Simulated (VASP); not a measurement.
# Zn7F16 (a cell with a defect) in VASP: notebook

Runs on Zn7F16 (a cell with a defect). Level: PBE. Tasks: single point.

All numbers are computed with VASP 6.6.1; they aren't measurements. Logs are shortened: lines on timing, memory, paths and dates and some standing lists are left out, and cuts for length are marked.

### Step 1. The cell of the first run

The cell holds a defect, 23 atoms: a = 6.789 Å, b = 6.789 Å, c = 7.961 Å, α = 115.24°, β = 115.24°, γ = 90.00°.

### Step 2. Single point, PBE

INCAR reads:

```
SYSTEM = Zn7F16
PREC = Accurate
ENCUT = 520
EDIFF = 1E-6
ISMEAR = 0
SIGMA = 0.05
LREAL = .False.
LASPH = .True.
NELM = 120
ALGO = Normal
ISIF = 2
LWAVE = .False.
LCHARG = .False.
GGA = PE
NBANDS = 115
GGA_COMPAT = .False.
```

KPOINTS reads:

```
Automatic mesh
0
Gamma
  4 4 4
  0 0 0
```

POSCAR reads:

```
Zn7F16
1.0
    4.8002511520     -4.8002511520      0.0000000000
   -4.8002511520     -4.8002511520      0.0000000000
    0.0000000000      4.8002511520     -6.3503954162
Zn F
7 16
Direct
    0.0082689339      1.0082689022      0.0165378678
    0.7500000072      0.7500000072      0.5000000460
    0.4917310503      0.4917310503     -0.0165378678
    0.6227603180      0.1227602297      0.2455204594
    0.3707071522      0.8707072405      0.7414143044
    0.1292928150      0.6292929034      0.2585856301
    0.8772398259      0.3772397375      0.7544794751
    0.7500000072      0.4440828888      0.5000000460
    0.4921446465      0.1881299286     -0.0157106752
    0.2500000230      0.9343429659      0.5000000460
    0.0078553376      0.7038405880      0.0157106752
    0.3282463183      0.1104108412      0.2208216824
    0.0669763612      0.8782274555      0.7564549426
    0.8105214583      0.6217725843      0.2435449919
    0.6074246031      0.3895891260      0.7791782520
    0.7500000072      0.0559171572      0.5000000460
    0.4921446465      0.7961593645     -0.0157106752
    0.2500000230      0.5656570484      0.5000000460
    0.0078553376      0.3118700556      0.0157106752
    0.8925755408      0.1104108412      0.2208216824
    0.6894785814      0.8782274555      0.7564549426
    0.4330236061      0.6217724801      0.2435449919
    0.1717536489      0.3895891260      0.7791782520
```

Potentials or basis: VASP PAW PBE potentials, release 64 (Zn, F).

On the command line:

```bash
$ cat potpaw_PBE.64/Zn/POTCAR potpaw_PBE.64/F/POTCAR > POTCAR
$ mpirun -np 1 vasp_std > vasp.out
```

OUTCAR:

```text
SYSTEM = Zn7F16
   PREC = Accurate
   ENCUT = 520
   EDIFF = 1E-6
   ISMEAR = 0
   LREAL = .False.
   LASPH = .True.
   NELM = 120
   ISIF = 2
   GGA = PE

 ion  position               nearest neighbor table
   1  0.008  0.008  0.017-  20 1.97  12 1.97  11 2.06  19 2.06  13 2.09  21 2.09
   2  0.750  0.750  0.500-  21 2.07  13 2.07  22 2.07  14 2.07   8 2.08  16 2.08
   3  0.492  0.492  0.983-  23 1.97  15 1.97  17 2.06   9 2.06  22 2.09  14 2.09
   4  0.623  0.123  0.246-  12 1.92  20 1.92  16 2.09   8 2.09   9 2.13  17 2.13
   5  0.371  0.871  0.741-  10 1.98  18 1.98   9 2.04  17 2.04  13 2.12  21 2.12
   6  0.129  0.629  0.259-  10 1.98  18 1.98  11 2.04  19 2.04  14 2.12  22 2.12
   7  0.877  0.377  0.754-  23 1.92  15 1.92  16 2.09   8 2.09  11 2.13  19 2.13
   8  0.750  0.444  0.500-   2 2.08   7 2.09   4 2.09
   9  0.492  0.188  0.984-   5 2.04   3 2.06   4 2.13
  10  0.250  0.934  0.500-   5 1.98   6 1.98
  11  0.008  0.704  0.016-   6 2.04   1 2.06   7 2.13
  12  0.328  0.110  0.221-   4 1.92   1 1.97
  13  0.067  0.878  0.756-   2 2.07   1 2.09   5 2.12
  14  0.811  0.622  0.244-   2 2.07   3 2.09   6 2.12
  15  0.607  0.390  0.779-   7 1.92   3 1.97
  16  0.750  0.056  0.500-   2 2.08   7 2.09   4 2.09
  17  0.492  0.796  0.984-   5 2.04   3 2.06   4 2.13
  18  0.250  0.566  0.500-   5 1.98   6 1.98
  19  0.008  0.312  0.016-   6 2.04   1 2.06   7 2.13
  20  0.893  0.110  0.221-   4 1.92   1 1.97
  21  0.689  0.878  0.756-   2 2.07   1 2.09   5 2.12
  22  0.433  0.622  0.244-   2 2.07   3 2.09   6 2.12
  23  0.172  0.390  0.779-   7 1.92   3 1.97

  LATTYP: Found a body centered tetragonal cell.
 ALAT       =     6.7885802820
 C/A-ratio  =     1.8709053005

  Lattice vectors:

 A1 = (   4.8002511520,   0.0000000000,   6.3503954162)
 A2 = (  -4.8002511520,   0.0000000000,   6.3503954162)
 A3 = (   0.0000000000,  -4.8002511520,  -6.3503954162)

Analysis of symmetry for initial positions (statically):
=====================================================================
 Subroutine PRICEL returns:
 Original cell was already a primitive cell.

 Routine SETGRP: Setting up the symmetry group for a
 body centered tetragonal supercell.

 Subroutine GETGRP returns: Found  8 space group operations
 (whereof  4 operations were pure point group operations)
 out of a pool of 16 trial point group operations.

The static configuration has the point symmetry C_2v.
 The point group associated with its full space group is D_2h.

Analysis of symmetry for dynamics (positions and initial velocities):
=====================================================================
 Subroutine PRICEL returns:
 Original cell was already a primitive cell.

 Routine SETGRP: Setting up the symmetry group for a
 body centered tetragonal supercell.

 Subroutine GETGRP returns: Found  8 space group operations
 (whereof  4 operations were pure point group operations)
 out of a pool of 16 trial point group operations.

The dynamic configuration has the point symmetry C_2v.
 The point group associated with its full space group is D_2h.

 Subroutine INISYM returns: Found  8 space group operations
 (whereof  4 operations are pure point group operations),
 and found     1 'primitive' translations

----------------------------------------------------------------------------------------

                                     Primitive cell

  volume of cell :     292.6568

  direct lattice vectors                    reciprocal lattice vectors
     4.800251152 -4.800251152  0.000000000     0.104161217 -0.104161217 -0.078735255
    -4.800251152 -4.800251152  0.000000000    -0.104161217 -0.104161217 -0.078735255
     0.000000000  4.800251152 -6.350395416     0.000000000  0.000000000 -0.157470509

  length of vectors
     6.788580282  6.788580282  7.960523416     0.167028017  0.167028017  0.157470509

  position of ions in fractional coordinates (direct lattice)
     0.008268934  0.008268902  0.016537868
     0.750000007  0.750000007  0.500000046
     0.491731050  0.491731050  0.983462132
     0.622760318  0.122760230  0.245520459
     0.370707152  0.870707241  0.741414304
     0.129292815  0.629292903  0.258585630
[... 15 lines left out ...]
     0.433023606  0.621772480  0.243544992
     0.171753649  0.389589126  0.779178252

  ion indices of the primitive-cell ions
   primitive index   ion index
                 1           1
                 2           2
                 3           3
                 4           4
                 5           5
                 6           6
[... 15 lines left out ...]
                22          22
                23          23

----------------------------------------------------------------------------------------

 KPOINTS: Automatic mesh

Automatic generation of k-mesh.
 Grid dimensions read from file:
 generate k-points for:    4    4    4

 Generating k-lattice:

  Cartesian coordinates                     Fractional coordinates (reciprocal lattice)
     0.026040304 -0.026040304 -0.019683814     0.250000000  0.000000000  0.000000000
    -0.026040304 -0.026040304 -0.019683814     0.000000000  0.250000000  0.000000000
     0.000000000  0.000000000 -0.039367627     0.000000000  0.000000000  0.250000000

  Length of vectors
     0.041757004  0.041757004  0.039367627

  Shift w.r.t. Gamma in fractional coordinates (k-lattice)
     0.000000000  0.000000000  0.000000000

 Subroutine IBZKPT returns following result:
 ===========================================

 Found     18 irreducible k-points:

 Following reciprocal coordinates:
            Coordinates               Weight
  0.000000  0.000000  0.000000      1.000000
  0.250000  0.000000  0.000000      4.000000
  0.000000 -0.250000  0.250000      4.000000
  0.500000  0.000000  0.000000      2.000000
  0.000000  0.500000  0.500000      2.000000
  0.250000  0.250000  0.000000      8.000000
[... 10 lines left out ...]
  0.500000  0.500000  0.250000      2.000000
  0.000000  0.000000  0.500000      1.000000
   k-points           NKPTS =     18   k-points in BZ     NKDIM =     18   number of bands    NBANDS=    115
   number of dos      NEDOS =    301   number of ions     NIONS =     23
   total plane-waves  NPLWV = 150000
   dimension x,y,z NGX =    50 NGY =   50 NGZ =   60
   dimension x,y,z NGXF=   100 NGYF=  100 NGZF=  120
   ions per type =               7  16
   NGX,Y,Z   is equivalent  to a cutoff of  12.24, 12.24, 12.53 a.u.
   NGXF,Y,Z  is equivalent  to a cutoff of  24.49, 24.49, 25.06 a.u.
 SYSTEM =  Zn7F16
   PREC   = accura    normal or accurate (medium, high low for compatibility)
   ISTART =      0    job   : 0-new  1-cont  2-samecut
   ICHARG =      2    charge: 1-file 2-atom 10-const
   ISPIN  =      1    spin polarized calculation?
   LNONCOLLINEAR =      F non collinear calculations
   LSORBIT =      F    spin-orbit coupling
   LASPH  =      T    aspherical Exc in radial PAW
   ENCUT  =  520.0 eV  38.22 Ry    6.18 a.u.  12.62 12.62 14.80*2*pi/ulx,y,z
   NELM   =    120;   NELMIN=  2; NELMDL= -5     # of ELM steps
   EDIFF  = 0.1E-05   stopping-criterion for ELM
   LREAL  =      F    real-space projection
   EDIFFG = 0.1E-04   stopping-criterion for IOM
   NSW    =      0    number of steps for IOM
   IBRION =     -1    ionic relax: 0-MD 1-quasi-New 2-CG
   NFREE  =      0    steps in history (QN), initial steepest desc. (CG)
   ISIF   =      2    stress and relaxation
   ISYM   =      2    0-nonsym 1-usesym 2-fastsym
   POTIM  = 0.5000    time-step for ionic-motion
   TEBEG  =    0.0;   TEEND  =   0.0 temperature during run
   PSTRESS=    0.0 pullay stress
   NELECT =     196.0000    total number of electrons
   NUPDOWN=      -1.0000    fix difference up-down
   EMIN   =  10.00;   EMAX   =-10.00  energy-range for DOS
   EFERMI =   0.00;   METHOD = LEGACY
   ISMEAR =     0;   SIGMA  =   0.05  broadening in eV -4-tet -1-fermi 0-gaus
   EFERMI_NEDOS =   21; number of points for ismear=-14 and -15
   IALGO  =     38    algorithm
   IMIX   =      4    mixing-type and parameters
     AMIX     =   0.40;   BMIX     =  1.00
     AMIX_MAG =   1.60;   BMIX_MAG =  1.00
  volume/ion in A,a.u.               =      12.72        85.87
  Fermi-wavevector in a.u.,A,eV,Ry     =   1.432322  2.706696 27.912978  2.051546
  Thomas-Fermi vector in A             =   2.551962
   LORBIT       =      0    0 simple, 1 ext, 2 COOP (PROOUT), +10 PAW based schemes
   GGA     = PE    functional components
   LHFCALC =     F    Hartree Fock is set to
   AEXX    =    0.0000 exact exchange contribution
   IVDW    =     0    specifies the selected vdW correction
   LEPSILON=     F    determine dielectric tensor
   LRPA    =     F    only Hartree local field effects (RPA)
 non-spin polarized calculation
 Gauss-broadening in eV      SIGMA  =   0.05
  energy-cutoff  :      520.00
  volume of cell :      292.66
 maximum number of plane-waves:      7928
   NGX = 25   NGY = 25   NGZ = 29

 number of electron     195.9999967 magnetization

 Free energy of the ion-electron system (eV)
  ---------------------------------------------------
  ext. energy  EPLUGINS =         0.00000000
  ---------------------------------------------------
  free energy    TOTEN  =       -84.16951364 eV

  energy without entropy =      -84.13426638  energy(sigma->0) =      -84.15189001

 E-fermi :  -2.5388     XC(G=0):  -9.6352

 val. band max:       -2.5425958619   @ k =   0.0000   0.5000  -0.2500
 cond. band min:      -2.5335427778   @ k =   0.2500   0.5000   0.5000
 fundamental gap:      0.0090530841
 Fermi energy:        -2.5388122987

 k-point     1 :       0.0000    0.0000    0.0000
  band No.  band energies     occupation
      1     -23.7465      2.00000
      2     -23.4580      2.00000
      3     -23.3501      2.00000
      4     -23.2868      2.00000
      5     -23.2390      2.00000
      6     -23.2130      2.00000
[... 102 lines left out ...]
    109       8.1398      0.00000
    110       8.3269      0.00000
[... 1919 lines left out ...]
    109       8.7634      0.00000
    110       9.0838      0.00000
 [bands above 110 left out]

------------------------ aborting loop because EDIFF is reached ----------------------------------------

  FORCE on cell =-STRESS in cart. coord.  units (eV):
  Direction    XX          YY          ZZ          XY          YZ          ZX
  --------------------------------------------------------------------------------------
  -------------------------------------------------------------------------------------
  Total       -0.7363921     -0.7363921     -2.6120409      0.8007166      0.0000000      0.0000000
  in kB       -4.0314478     -4.0314478    -14.2998628      4.3835979      0.0000000      0.0000000
  external PRESSURE =      -7.4542528 kB  Pullay stress =       0.0000000 kB

 VOLUME and BASIS-vectors are now :
 -----------------------------------------------------------------------------
  energy-cutoff  :      520.00
  volume of cell :      292.66
      direct lattice vectors                 reciprocal lattice vectors
     4.800251152 -4.800251152  0.000000000     0.104161217 -0.104161217 -0.078735255
    -4.800251152 -4.800251152  0.000000000    -0.104161217 -0.104161217 -0.078735255
     0.000000000  4.800251152 -6.350395416     0.000000000  0.000000000 -0.157470509

 POSITION                                       TOTAL-FORCE (eV/Angst)
 -----------------------------------------------------------------------------------
      0.00000      0.00000     -0.10502        -0.000000     -0.000000      0.027223
      0.00000     -4.80025     -3.17520        -0.000000     -0.000000     -0.000000
      0.00000      0.00000     -6.24537         0.000000      0.000000     -0.027223
      2.40013     -2.40013     -1.55915        -0.000000     -0.000000     -0.016322
     -2.40013     -2.40013     -4.70827         0.000000     -0.000000     -0.061353
     -2.40013     -2.40013     -1.64212        -0.000000      0.000000      0.061353
[... 15 lines left out ...]
     -0.90604     -3.89421     -1.54661        -0.013880      0.013880      0.004010
     -1.04566      1.04566     -4.94809         0.031186     -0.031186      0.031200
 -----------------------------------------------------------------------------------
    total drift:                               -0.001081      0.001639     -0.003663

  FREE ENERGIE OF THE ION-ELECTRON SYSTEM (eV)
  ---------------------------------------------------
  free  energy   TOTEN  =       -84.1695136414 eV

  energy  without entropy=      -84.1342663839  energy(sigma->0) =      -84.15189001
```

It took 16 min on 1 thread of Intel Xeon Platinum 8488C (Sapphire Rapids), shared host; peak memory 0.61 GiB.

Results:

```
Free energy            : -84.1695 eV
Pressure               : -0.7 GPa
Largest force          : 0.096 eV/Å
Band gap on the k mesh : zero (bands 98 and 99 overlap by 0.17 eV)
```

Forces in eV/Å, atoms in the order of the input:
```
Zn   0.000  0.000  0.027
Zn   0.000  0.000  0.000
Zn   0.000  0.000 -0.027
Zn   0.000  0.000 -0.016
Zn   0.000  0.000 -0.061
Zn   0.000  0.000  0.061
Zn   0.000  0.000  0.016
F   -0.010 -0.010  0.000
F   -0.006 -0.006 -0.016
F   -0.068 -0.068  0.000
F   -0.006 -0.006  0.016
F   -0.031  0.031 -0.031
F    0.014 -0.014 -0.004
F    0.014 -0.014  0.004
F   -0.031  0.031  0.031
F    0.010  0.010  0.000
F    0.006  0.006 -0.016
F    0.068  0.068  0.000
F    0.006  0.006  0.016
F    0.031 -0.031 -0.031
F   -0.014  0.014 -0.004
F   -0.014  0.014  0.004
F    0.031 -0.031  0.031
```

### Step 3. Single point, PBE

INCAR reads:

```
  PREC = Accurate
  ENCUT = 520
  EDIFF = 1E-6
  ISMEAR = 0
  SIGMA = 0.05
  LREAL = F
  LASPH = T
  NELM = 120
  ALGO = Normal
  ISIF = 2
  LWAVE = F
  LCHARG = F
  GGA = PE
  NBANDS = 115
  GGA_COMPAT = F
```

KPOINTS reads:

```
regular mesh
0
Gamma
  4 4 4
```

POSCAR reads:

```
Zn7F16
1.0
    4.8002511520     -4.8002511520      0.0000000000
   -4.8002511520     -4.8002511520      0.0000000000
    0.0000000000      4.8002511520     -6.3503954162
Zn F
7 16
Direct
    0.2417310891      1.2417310574      0.4834621781
    0.7582689411      0.7582689411      0.5165379138
    0.4999999842      0.4999999842      0.0000000000
    0.6272405902      0.1272405019      0.2544810038
    0.3727594653      0.8727595537      0.7455189307
    0.1207053183      0.6207054066      0.2414106366
    0.8792947373      0.3792946489      0.7585892979
    0.7578512505      0.4538371576      0.5157025327
    0.4999999842      0.1940834907      0.0000000000
    0.2421487796      0.9381346550      0.4842975592
    0.0000000000      0.6843479426      0.0000000000
    0.3574231957      0.1395885519      0.2791771038
    0.0782460750      0.8604113995      0.7208228307
    0.8169768249      0.6282271175      0.2564542667
    0.5605225412      0.3717728339      0.7435456677
    0.7578512505      0.0618653752      0.5157025327
    0.4999999842      0.8059164776      0.0000000000
    0.2421487796      0.5461628726      0.4842975592
    0.0000000000      0.3156520257      0.0000000000
    0.9217538764      0.1395885519      0.2791771038
    0.6425767557      0.8604113995      0.7208228307
    0.4394774102      0.6282271175      0.2564542667
    0.1830231265      0.3717728339      0.7435456677
```

Potentials or basis: VASP PAW PBE potentials, release 64 (Zn, F).

On the command line:

```bash
$ cat potpaw_PBE.64/Zn/POTCAR potpaw_PBE.64/F/POTCAR > POTCAR
$ mpirun -np 1 vasp_std > vasp.out
```

Wall time 27 min (1 thread of Intel Xeon Platinum 8259CL at 2.50GHz (Skylake/Cascade Lake), shared host); peak memory 0.63 GiB.

It converged, with:

| Property | Result |
| --- | --- |
| Free energy | -84.1695 eV |
| Pressure | -0.8 GPa |
| Largest force | 0.096 eV/Å |
| Band gap on the k mesh | zero (bands 98 and 99 overlap by 0.17 eV) |

Forces on the atoms (eV/Å):
```
Zn   0.000  0.000 -0.027
Zn   0.000  0.000  0.027
Zn   0.000  0.000  0.000
Zn   0.000  0.000  0.016
Zn   0.000  0.000 -0.016
Zn   0.000  0.000 -0.062
Zn   0.000  0.000  0.062
F   -0.006 -0.006  0.016
F   -0.009 -0.009  0.000
F   -0.006 -0.006 -0.016
F   -0.068 -0.068  0.000
F   -0.031  0.031  0.031
F   -0.031  0.031 -0.031
F    0.014 -0.014 -0.004
F    0.014 -0.014  0.004
F    0.006  0.006  0.016
F    0.009  0.009  0.000
F    0.006  0.006 -0.016
F    0.068  0.068  0.000
F    0.031 -0.031  0.031
F    0.031 -0.031 -0.031
F   -0.014  0.014 -0.004
F   -0.014  0.014  0.004
```

Stress tensor (GPa, compression positive):
```
-0.42  0.44  0.00
 0.44 -0.42  0.00
 0.00  0.00 -1.45
```

Levels at points of the mesh, in eV from the Fermi level:
```
           k point  band 96  band 97  band 98  band 99  band 100  band 101
(0.00, 0.00, 0.00)    -0.19    -0.08    -0.05    -0.03      4.25      7.82
(0.50, 0.00, 0.00)    -0.09    -0.09     0.05     0.06      5.72      6.24
(0.00, 0.50, 0.50)    -0.20    -0.15    -0.01     0.02      5.75      6.09
(0.50, 0.50, 0.00)    -0.05    -0.03     0.02     0.11      6.54      6.54
(0.00, 0.00, 0.50)    -0.21    -0.15    -0.12    -0.12      5.73      5.97
```
